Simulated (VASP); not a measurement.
A run of VASP 6.6.1:

INCAR

```
PREC     = Accurate       # precision mode
ENCUT    = 520            # plane-wave cutoff, eV
EDIFF    = 1E-8           # SCF threshold, eV
ISMEAR   = 0              # smearing method
SIGMA    = 0.01           # smearing width, eV
LREAL    = F              # projectors in reciprocal space
LASPH    = T              # aspherical terms in the spheres
NELM     = 80             # most SCF steps
ALGO     = Normal         # electronic algorithm
ISIF     = 2              # what is computed and relaxed
LWAVE    = F              # write WAVECAR
LCHARG   = F              # write CHGCAR
GGA      = PS             # functional
LEFG     = T            
NBANDS   = 45             # bands
```

Contents of KPOINTS:

```
Automatic mesh
0
Gamma
  6 6 8
```

Contents of POSCAR:

```
Si3N4
1.0
    7.6246472123      0.0000000000      0.0000000000
   -3.8123236062      6.6031381808      0.0000000000
    0.0000000000      0.0000000000      2.9104789358
Si N
6 8
Direct
    0.7675713979      0.1739465955      0.2500000000
    0.5936248024      0.7675713979      0.7500000000
    0.8260534045      0.5936248024      0.2500000000
    0.2324286021      0.8260534045      0.7500000000
    0.4063751976      0.2324286021      0.2500000000
    0.1739465955      0.4063751976      0.7500000000
    0.0296263419      0.3299987760      0.2500000000
    0.6996275659      0.0296263419      0.7500000000
    0.6700012240      0.6996275659      0.2500000000
    0.9703736581      0.6700012240      0.7500000000
    0.3003724341      0.9703736581      0.2500000000
    0.3299987760      0.3003724341      0.7500000000
    0.6666666667      0.3333333333      0.2500000000
    0.3333333333      0.6666666667      0.7500000000
```

Potentials or basis: VASP PAW PBE potentials, release 64 (Si, N).

Run with:

```sh
$ cat potpaw_PBE.64/Si/POTCAR potpaw_PBE.64/N/POTCAR > POTCAR
$ mpirun -np 1 vasp_std > vasp.out
```

Hardware: 1 thread of Intel Xeon 8259CL, on a shared host.

Problem. Estimate the wall time of this run.

Solution. Run time: 9.4 min on 1 thread of Intel Xeon 8259CL (shared host), peak memory 0.38 GiB. Counts: scf iterations 18, k points 40.
